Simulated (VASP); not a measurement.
SnH2:

```
CELL_PARAMETERS angstrom
4.65430 -0.02091 0.01521
-0.02091 4.58687 0.01272
0.01211 0.01012 3.70337
ATOMIC_POSITIONS crystal
Sn 0.00665 0.93598 0.04066
Sn 0.49272 0.46994 0.49127
H 0.34251 0.32095 0.97810
H 0.21492 0.80554 0.54895
H 0.85261 0.15029 0.52377
H 0.68907 0.63692 0.95012
```

* Program: VASP 6.6.1
* Task: relaxation of cell and atoms
* Functional: PBEsol
* Potentials or basis: VASP PAW PBE potentials, release 64 (Sn_d, H)
* Cutoff: 600 eV
* k mesh: 4 × 4 × 6
* Occupations: fermi-dirac, width 0.05 eV
* Spin: no spin polarisation

At the start: pressure 0.3 GPa; volume 13.18 Å³/atom.

**Question.** How do energy, volume and symmetry change on relaxing?

**Answer.** Over 86 steps the energy falls by 138.2 meV/atom and the volume is 14.90 Å³/atom (+13.1 %); space group P1 (No. 1, to 0.1 Å) before, P2_1 (No. 4, to 0.1 Å).

The path:
| step | energy change (eV) | largest force (eV/Å) | pressure (GPa) | volume (Å³) |
| --- | --- | --- | --- | --- |
| 1 | 0.0000 | 0.5515 | 0.31 | 79.06 |
| 4 | -0.1084 | 0.4137 | -0.71 | 80.57 |
| 7 | -0.2011 | 0.3002 | 1.52 | 79.98 |
| 10 | -0.2633 | 0.3227 | -0.64 | 86.39 |
| 13 | -0.5582 | 0.4646 | -0.60 | 99.78 |
| 16 | -0.5694 | 0.7965 | 0.59 | 108.21 |
| 19 | -0.6684 | 0.2551 | -1.23 | 105.68 |
| 22 | -0.6988 | 0.1214 | -0.05 | 102.06 |
| 25 | -0.7070 | 0.0915 | -0.30 | 101.25 |
| 28 | -0.7099 | 0.0536 | 0.03 | 99.99 |
| 31 | -0.7120 | 0.0284 | 0.06 | 98.79 |
| 34 | -0.7131 | 0.0503 | 0.00 | 98.96 |
| 37 | -0.7154 | 0.0824 | -0.22 | 99.14 |
| 40 | -0.7174 | 0.2175 | 0.37 | 97.84 |
| 43 | -0.7208 | 0.0771 | 0.07 | 98.15 |
| 46 | -0.7241 | 0.1039 | -0.06 | 97.86 |
| 49 | -0.7301 | 0.1464 | -0.21 | 97.38 |
| 52 | -0.7379 | 0.3025 | -0.05 | 94.49 |
| 55 | -0.7612 | 0.1259 | -0.12 | 93.29 |
| 58 | -0.7755 | 0.2071 | 0.39 | 90.61 |
| 61 | -0.7968 | 0.1371 | 0.00 | 90.27 |
| 64 | -0.8080 | 0.1073 | -0.06 | 89.35 |
| 67 | -0.8187 | 0.0934 | 0.21 | 88.89 |
| 70 | -0.8247 | 0.0818 | 0.13 | 89.18 |
| 73 | -0.8271 | 0.0489 | -0.05 | 89.39 |
| 76 | -0.8282 | 0.0283 | 0.03 | 89.31 |
| 79 | -0.8287 | 0.0238 | 0.00 | 89.45 |
| 82 | -0.8290 | 0.0123 | 0.01 | 89.38 |
| 85 | -0.8290 | 0.0162 | -0.02 | 89.44 |
| 86 | -0.8290 | 0.0095 | 0.01 | 89.41 |

Final structure:
```cif
data_structure
_symmetry_space_group_name_H-M 'P 1'
_symmetry_Int_Tables_number 1
_cell_length_a 4.6947
_cell_length_b 4.6897
_cell_length_c 4.6042
_cell_angle_alpha 61.890
_cell_angle_beta 90.061
_cell_angle_gamma 89.986
_cell_volume 89.41
loop_
_atom_site_label
_atom_site_type_symbol
_atom_site_fract_x
_atom_site_fract_y
_atom_site_fract_z
_atom_site_occupancy
Sn1 Sn 0.01713 0.87652 0.96363 1
Sn2 Sn 0.51750 0.56380 0.54755 1
H1 H 0.28207 0.25531 0.88372 1
H2 H 0.24912 0.87194 0.63473 1
H3 H 0.78274 0.18536 0.62547 1
H4 H 0.74993 0.56668 0.87778 1
```

Caveat: a cell axis changed by over 15 % at a fixed basis, so the end point is rough; the PAW data sets were made with another functional, which shifts forces and pressure a little.
